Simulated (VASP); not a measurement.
Sn3C2:

```
Sn C
1.0
     4.81231    0.00000    0.00000
     0.00000    4.81231    0.00000
     0.00000    0.00000    4.81231
Sn C
3 2
Cartesian
  0.0000 2.4062 2.4062
  2.4062 0.0000 2.4062
  2.4062 2.4062 0.0000
  2.4062 2.4062 2.4062
  0.0000 0.0000 0.0000
```

```yaml
Program: VASP 6.6.1
Task: relaxation of cell and atoms
Functional: PBE
Potentials_or_basis: VASP PAW PBE potentials, release 64 (Sn_d, C)
Cutoff: 600 eV
k_mesh: 4 × 4 × 4
Occupations: gaussian, width 0.1 eV
Spin: no spin polarisation
```

At the start: pressure -3.6 GPa; volume 22.29 Å³/atom.

Task: Where does the relaxation end?

Result: Over 3 steps the energy falls by 16.6 meV/atom and the volume is 20.87 Å³/atom (-6.4 %); space group Pm-3m (No. 221, to 0.05 Å).

The path:
```
step  energy change (eV)  largest force (eV/Å)  pressure (GPa)  volume (Å³)
   1              0.0000                0.0000           -3.56       111.44
   2             -0.0823                0.0000            0.44       103.65
   3             -0.0832                0.0000           -0.02       104.36
```

Final structure:
```xyz
5
Lattice="4.7081 0.0000 0.0000 0.0000 4.7081 0.0000 0.0000 0.0000 4.7081" Properties=species:S:1:pos:R:3 pbc="T T T"
Sn    0.0000    2.3541    2.3541
Sn    2.3541    0.0000    2.3541
Sn    2.3541    2.3541    0.0000
C     2.3541    2.3541    2.3541
C     0.0000    0.0000    0.0000
```
